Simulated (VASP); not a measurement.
Runs of VASP 6.6.1 on LiH. The structure is that of space group Fm-3m (No. 225), or close to it. The cells are those of the table. 

| level | potentials or basis | cell | k mesh | smearing | gap on the mesh (eV) | pressure (GPa) |
| --- | --- | --- | --- | --- | --- | --- |
| LDA | VASP PAW LDA potentials, release 64 (Li_sv, H) | a = 2.930 Å, angles 60.0°, 2 atoms | 8 × 8 × 8 | gaussian 0.05 eV | (b) | -5.4 |
| LDA | VASP PAW LDA potentials, release 64 (Li_sv, H) | a = 2.773 Å, angles 60.0°, 2 atoms | 8 × 8 × 8 | gaussian 0.05 eV | (d) | -0.5 |
| LDA | VASP PAW LDA potentials, release 64 (Li_sv, H) | a = 2.792 Å, angles 60.0°, 2 atoms | 10 × 10 × 10 | gaussian 0.02 eV | 2.57 | (a) |
| LDA | VASP PAW LDA potentials, release 64 (Li_sv, H) | a = 2.745 Å, angles 60.0°, 2 atoms | 10 × 10 × 10 | gaussian 0.02 eV | 2.51 | (c) |
| revPBE | VASP PAW PBE potentials, release 64 (Li_sv, H) | a = 2.792 Å, angles 60.0°, 2 atoms | 10 × 10 × 10 | methfessel-paxton 0.02 eV | 3.09 | 3.1 |
| LDA | VASP PAW LDA potentials, release 64 (Li_sv, H) | a = 2.984 Å, angles 60.0°, 2 atoms | 8 × 8 × 8 | gaussian 0.05 eV | 2.73 | -6.5 |

Alike in all rows: task single point; no spin polarisation; cutoff (eV) 750.

**Question.** Fill in the values left out.

**Answer.** (a) -1.3; (b) 2.69; (c) 0.7; (d) 2.54.

Caveats: the cell stands under tension (at least some runs); the cell stands under pressure (at least some runs); the PAW data sets were made with another functional, which shifts forces and pressure a little (at least some runs).

A k mesh can miss the band edges.
